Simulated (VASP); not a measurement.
Input of a VASP 6.6.1 run:

Contents of POSCAR:

```
MnO
1.0
    0.0000000000      2.2230000000      2.2230000000
    2.2230000000      0.0000000000      2.2230000000
    2.2230000000      2.2230000000      0.0000000000
Mn O
1 1
Direct
    0.0000000000      0.0000000000      0.0000000000
    0.5000000000      0.5000000000      0.5000000000
```

INCAR.step1

```
SYSTEM = MnO
ALGO = Normal
EDIFF = 1E-5
ENCUT = 660
GGA = PE
GGA_COMPAT = .FALSE.
ISMEAR = 1
ISPIN = 2
LASPH = .TRUE.
LCHARG = .FALSE.
LDAU = .TRUE.
LDAUJ = 0 0
LDAUL = 2 -1
LDAUTYPE = 2
LDAUU = 3 0
LMAXMIX = 4
LREAL = .FALSE.
LWAVE = .TRUE.
MAGMOM = 2.8 0
NBANDS = 20
NELM = 200
PREC = Accurate
SIGMA = 0.3
```

Contents of INCAR.step2:

```
SYSTEM = MnO
ALGO = Normal
EDIFF = 1E-6
ENCUT = 660
GGA_COMPAT = .FALSE.
ISIF = 2
ISMEAR = 1
ISPIN = 2
ISTART = 1
LASPH = .TRUE.
LCHARG = .TRUE.
LDAU = .TRUE.
LDAUJ = 0 0
LDAUL = 2 -1
LDAUPRINT = 1
LDAUTYPE = 2
LDAUU = 3 0
LELF = .TRUE.
LMAXMIX = 4
LMIXTAU = .TRUE.
LORBIT = 11
LREAL = .FALSE.
LVHAR = .TRUE.
LWAVE = .FALSE.
MAGMOM = 2.8 0
METAGGA = R2SCAN
NBANDS = 20
NELM = 200
PREC = Accurate
SIGMA = 0.3
```

File KPOINTS:

```
k-points
0
G
  5 5 5
  0 0 0
```

Potentials or basis: VASP PAW PBE potentials, release 64 (Mn_pv, O).

The run is started by

```sh
$ cat potpaw_PBE.64/Mn_pv/POTCAR potpaw_PBE.64/O/POTCAR > POTCAR
$ cp INCAR.step1 INCAR
$ mpirun -np 1 vasp_std > vasp.out
$ cp INCAR.step2 INCAR
$ mpirun -np 1 vasp_std > vasp.out
```

Question: What does it give for the net moment?

Answer: 5.00 μB per cell.

Question: Predict the band gap on the k mesh.

Answer: 0.84 eV (least direct gap 3.19 eV).

Eigenvalues of the final occupation matrices:
| site | spin | trace | eigenvalues |
| --- | --- | --- | --- |
| site 1 d | 1 | 4.79 | 0.94 0.94 0.94 0.98 0.98 |
| site 1 d | 2 | 0.19 | 0.02 0.02 0.02 0.07 0.07 |

Caveat: the k points lie up to 0.49 Å⁻¹ apart; an odd mesh through Γ misses points on the zone boundary, where band edges can lie; a cell with one magnetic atom can't hold antiferromagnetic order, which such compounds often take.
